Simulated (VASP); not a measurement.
# Zn (P-1) in VASP: notebook

Zn is run at these levels: PBEsol; tasks: electric field gradients.

All numbers are computed with VASP 6.6.1; they aren't measurements. Logs are shortened: lines on timing, memory, paths and dates and some standing lists are left out, and cuts for length are marked.

### Step 1. The cell of the first run

The typed cell holds 2 atoms: a = 2.665 Å, b = 2.653 Å, c = 4.947 Å, α = 89.79°, β = 89.43°, γ = 119.57°.

### Step 2. Electric field gradients, PBEsol (equal xy, yz and zx shear strains of +1 %)

INCAR reads:

```
  ALGO = Normal
  EDIFF = 1E-8
  ENCUT = 520
  GGA = PS
  ISIF = 2
  ISMEAR = -1
  LASPH = True
  LCHARG = False
  LEFG = True
  LREAL = False
  LWAVE = False
  NBANDS = 19
  NELM = 60
  PREC = Accurate
  SIGMA = 0.03
```

KPOINTS reads:

```
k-points
0
Gamma
  16 16 8
```

POSCAR reads:

```
Zn
1.0
    2.6647980532      0.0133239903      0.0133239903
   -1.3208601126      2.3011208149      0.0048769189
    0.0247335000      0.0247335000      4.9467000000
Zn
2
Direct
    0.3333333333      0.6666666667      0.2500000000
    0.6666666667      0.3333333333      0.7500000000
```

Potentials or basis: VASP PAW PBE potentials, release 64 (Zn).

Command:

```bash
> cat potpaw_PBE.64/Zn/POTCAR > POTCAR
> mpirun -np 1 vasp_std > vasp.out
```

OUTCAR:

```text
EDIFF = 1E-8
   ENCUT = 520
   GGA = PS
   ISIF = 2
   ISMEAR = -1
   LASPH = True
   LREAL = False
   NELM = 60
   PREC = Accurate

 ion  position               nearest neighbor table
   1  0.333  0.667  0.250-   2 2.90   2 2.90   2 2.90   2 2.91   2 2.93   2 2.93
   2  0.667  0.333  0.750-   1 2.90   1 2.90   1 2.90   1 2.91   1 2.93   1 2.93

  LATTYP: Found a triclinic cell.
 ALAT       =     2.6764071472
 B/A-ratio  =     0.9913558883
 C/A-ratio  =     1.8483075982
 COS(alpha) =     0.0036852528
 COS(beta)  =     0.0136346634
 COS(gamma) =     0.5000188431

  Lattice vectors:

 A1 = (   1.3439379406,   2.3144448052,   0.0182009092)
 A2 = (  -1.3208601126,   2.3011208149,   0.0048769189)
 A3 = (   0.0247335000,   0.0247335000,   4.9467000000)

Analysis of symmetry for initial positions (statically):
=====================================================================
 Subroutine PRICEL returns:
 Original cell was already a primitive cell.

 Routine SETGRP: Setting up the symmetry group for a
 triclinic supercell.

 Subroutine GETGRP returns: Found  2 space group operations
 (whereof  2 operations were pure point group operations)
 out of a pool of  2 trial point group operations.

The static configuration has the point symmetry S_2 .

Analysis of symmetry for dynamics (positions and initial velocities):
=====================================================================
 Subroutine PRICEL returns:
 Original cell was already a primitive cell.

 Routine SETGRP: Setting up the symmetry group for a
 triclinic supercell.

 Subroutine GETGRP returns: Found  2 space group operations
 (whereof  2 operations were pure point group operations)
 out of a pool of  2 trial point group operations.

The dynamic configuration has the point symmetry S_2 .

 Subroutine INISYM returns: Found  2 space group operations
 (whereof  2 operations are pure point group operations),
 and found     1 'primitive' translations

----------------------------------------------------------------------------------------

                                     Primitive cell

  volume of cell :      30.4188

[... 121 lines left out ...]
  volume of cell :       30.42
 maximum number of plane-waves:       840
   NGX =  9   NGY =  9   NGZ = 19

 number of electron      24.0000011 magnetization

 Free energy of the ion-electron system (eV)
  ---------------------------------------------------
  ext. energy  EPLUGINS =         0.00000000
  ---------------------------------------------------
  free energy    TOTEN  =        -3.14851565 eV

  energy without entropy =       -3.14792695  energy(sigma->0) =       -3.14822130

 E-fermi :   2.9771     XC(G=0): -11.7007

 val. band max:        2.9654654650   @ k =   0.0000   0.5000   0.5000
 cond. band min:       2.9957957831   @ k =   0.2500  -0.0000   0.1250
 fundamental gap:      0.0303303181
 Fermi energy:         2.9770941506

 k-point     1 :       0.0000    0.0000    0.0000
  band No.  band energies     occupation
      1      -7.4773      2.00000
      2      -5.6483      2.00000
      3      -4.9422      2.00000
      4      -4.7328      2.00000
      5      -4.6901      2.00000
      6      -4.6815      2.00000
[... 505 lines left out ...]
      6      -4.6255      2.00000
[... 11 lines left out ...]
     18      21.6181      0.00000
     19      22.1573      0.00000

 [... further k-points ...]

------------------------ aborting loop because EDIFF is reached ----------------------------------------

  FORCE on cell =-STRESS in cart. coord.  units (eV):
  Direction    XX          YY          ZZ          XY          YZ          ZX
  --------------------------------------------------------------------------------------
  -------------------------------------------------------------------------------------
  Total       -0.9927304     -0.9984839     -0.9177650     -0.1507204     -0.1017125     -0.1000504
  in kB      -52.2877043    -52.5907441    -48.3392324     -7.9385337     -5.3572558     -5.2697133
  external PRESSURE =     -51.0725603 kB  Pullay stress =       0.0000000 kB

 VOLUME and BASIS-vectors are now :
 -----------------------------------------------------------------------------
  energy-cutoff  :      520.00
  volume of cell :       30.42
      direct lattice vectors                 reciprocal lattice vectors
     2.664798053  0.013323990  0.013323990     0.374203674  0.214801877 -0.002945028
    -1.320860113  2.301120815  0.004876919    -0.002155910  0.433337899 -0.002155910
     0.024733500  0.024733500  4.946700000    -0.001005796 -0.001005796  0.202165030

 POSITION                                       TOTAL-FORCE (eV/Angst)
 -----------------------------------------------------------------------------------
      0.01388      1.54471      1.24437         0.004118      0.000330     -0.000106
      1.35480      0.79447      3.72053        -0.004118     -0.000330      0.000106
 -----------------------------------------------------------------------------------
    total drift:                                0.000000     -0.000000      0.000000

  FREE ENERGIE OF THE ION-ELECTRON SYSTEM (eV)
  ---------------------------------------------------
  free  energy   TOTEN  =        -3.1485156524 eV

  energy  without entropy=       -3.1479269498  energy(sigma->0) =       -3.14822130

 Electric field gradients (V/A^2)
---------------------------------------------------------------------
 ion       V_xx      V_yy      V_zz      V_xy      V_xz      V_yz
---------------------------------------------------------------------
   1     -18.784   -18.736    37.520     2.791     1.271     1.299
   2     -18.784   -18.736    37.520     2.791     1.271     1.299
---------------------------------------------------------------------

 Electric field gradients after diagonalization (V/A^2)
 (convention: |V_zz| > |V_xx| > |V_yy|)
----------------------------------------------------------------------
 ion       V_xx      V_yy      V_zz     asymmetry (V_yy - V_xx)/ V_zz
----------------------------------------------------------------------
   1     -21.551   -16.030    37.581       0.147
   2     -21.551   -16.030    37.581       0.147
----------------------------------------------------------------------

           NMR quadrupolar parameters

 Cq : quadrupolar parameter    Cq=e*Q*V_zz/h
 eta: asymmetry parameters     (V_yy - V_xx)/ V_zz
 Q  : nuclear electric quadrupole moment in mb (millibarn)
----------------------------------------------------------------------
 ion       Cq(MHz)       eta       Q (mb)
----------------------------------------------------------------------
   1       0.091       0.147       1.000
   2       0.091       0.147       1.000
----------------------------------------------------------------------
```

OSZICAR:

```text
N       E                     dE             d eps       ncg     rms          rms(c)
DAV:   1     0.112180984502E+03    0.11218E+03   -0.12326E+04 40518   0.199E+03
DAV:   2     0.168181786190E+01   -0.11050E+03   -0.10664E+03 39344   0.295E+02
DAV:   3    -0.340856402515E+01   -0.50904E+01   -0.50706E+01 43154   0.699E+01
DAV:   4    -0.343882991597E+01   -0.30266E-01   -0.30259E-01 42459   0.557E+00
DAV:   5    -0.343886823146E+01   -0.38315E-04   -0.38315E-04 42444   0.179E-01    0.412E+00
DAV:   6    -0.316771999728E+01    0.27115E+00   -0.10913E+00 43242   0.221E+01    0.303E+00
DAV:   7    -0.315504460597E+01    0.12675E-01   -0.38549E-02 50019   0.335E+00    0.159E+00
DAV:   8    -0.314854630662E+01    0.64983E-02   -0.20448E-03 53125   0.643E-01    0.527E-02
DAV:   9    -0.314851149139E+01    0.34815E-04   -0.22892E-04 52473   0.201E-01    0.364E-02
DAV:  10    -0.314851609465E+01   -0.46033E-05   -0.20463E-05 40926   0.384E-02    0.304E-03
DAV:  11    -0.314851589492E+01    0.19972E-06   -0.58497E-07 44196   0.133E-02    0.202E-03
DAV:  12    -0.314851564730E+01    0.24762E-06   -0.16993E-08 36839   0.203E-03    0.267E-04
DAV:  13    -0.314851565237E+01   -0.50659E-08   -0.35736E-09 22617   0.798E-04
   1 F= -.31485157E+01 E0= -.31482213E+01  d E =-.588703E-03
```

Wall time 18 min (1 thread of Intel Xeon 8259CL, shared host); peak memory 0.54 GiB.

What came out:

| Property | Result |
| --- | --- |
| Free energy | -3.1485 eV |
| Pressure | -5.1 GPa |
| Largest force | 0.004 eV/Å |
| Band gap on the k mesh | zero (bands 12 and 13 overlap by 4.32 eV) |
| Largest electric field gradient by atom | Zn +37.6 V/Å² |

Forces in eV/Å, atoms in the order of the input:
```
Zn   0.004  0.000  0.000
Zn  -0.004  0.000  0.000
```

Electric field gradients, principal values (V/Å²):
```
atom    least   middle  greatest (by size)
1 Zn  -16.030  -21.551              37.581
2 Zn  -16.030  -21.551              37.581
```

Caveat: the cell differs from its parent crystal (equal xy, yz and zx shear strains of +1 %); the cell stands under tension; without QUAD_EFG the Cq values of the log hold for a quadrupole moment of 1 mb, not for the nuclei; the PAW data sets were made with another functional, which shifts forces and pressure a little.

(Continued in part 2 of 2.)

The gap in the log of VASP goes by the Fermi energy; the results here count the filled bands.